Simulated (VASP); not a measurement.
Write the native input for VASP 6.6.1 that does the following.

```
Task                   : relaxation of cell and atoms
Functional             : PBE
Potentials or basis    : VASP PAW PBE potentials, release 64 (Zn, S)
Cutoff                 : 600 eV
k mesh                 : 6 × 6 × 4
Occupations            : gaussian, width 0.1 eV
Spin                   : no spin polarisation
Dipole correction      : no
Further INCAR settings : ALGO = Normal; EDIFF = 1e-06; IBRION = 2; EDIFFG = -0.04; NSW = 90; ISIF = 3
```

The structure of ZnS lies in POSCAR:

```
ZnS
1.0
    2.2692584800     -2.3136964500      0.0000000000
    2.2692584800      2.3136964500      0.0000000000
    0.0000000000      0.0000000000      4.4785813600
Zn S
1 1
Direct
    0.5000000000      0.5000000000      0.5000000000
    0.5000000000      0.5000000000      0.0000000000
```

These files were run (other wordings do the same):

INCAR

```
SYSTEM = ZnS
PREC = Accurate
ENCUT = 600
EDIFF = 1E-6
ISMEAR = 0
SIGMA = 0.1
LREAL = .False.
LASPH = .True.
NELM = 80
ALGO = Normal
ISIF = 3
LWAVE = .False.
LCHARG = .False.
GGA = PE
IBRION = 2
NSW = 90
EDIFFG = -0.04
```

KPOINTS

```
Automatic mesh
0
Gamma
  6 6 4
  0 0 0
```

Potentials or basis: VASP PAW PBE potentials, release 64 (Zn, S).

The run is started by

```bash
$ cat potpaw_PBE.64/Zn/POTCAR potpaw_PBE.64/S/POTCAR > POTCAR
$ mpirun -np 1 vasp_std > vasp.out
```

It gave:

```
Relaxed volume                         : 46.51 Å³/atom
Relaxed cell                           : a = 4.722 Å, b = 4.722 Å, c = 4.173 Å, α = 90.00°, β = 90.00°, γ = 91.20°
Space group after relaxing (to 0.05 Å) : Cmmm (No. 65)
Energy gained by relaxing              : 258.1 meV/atom
Ionic steps                            : 24
Pressure after relaxing                : 0.1 GPa
Band gap on the k mesh                 : 0.95 eV, indirect (least direct gap 1.97 eV)
```

Caveat: the volume moved by over 15 % at a fixed basis, so the end points are rough.

It took 4.9 min on 1 thread of Intel(R) Xeon(R) Platinum 8259CL CPU @ 2.50GHz (Skylake/Cascade Lake) (shared host), peak memory 0.19 GiB.
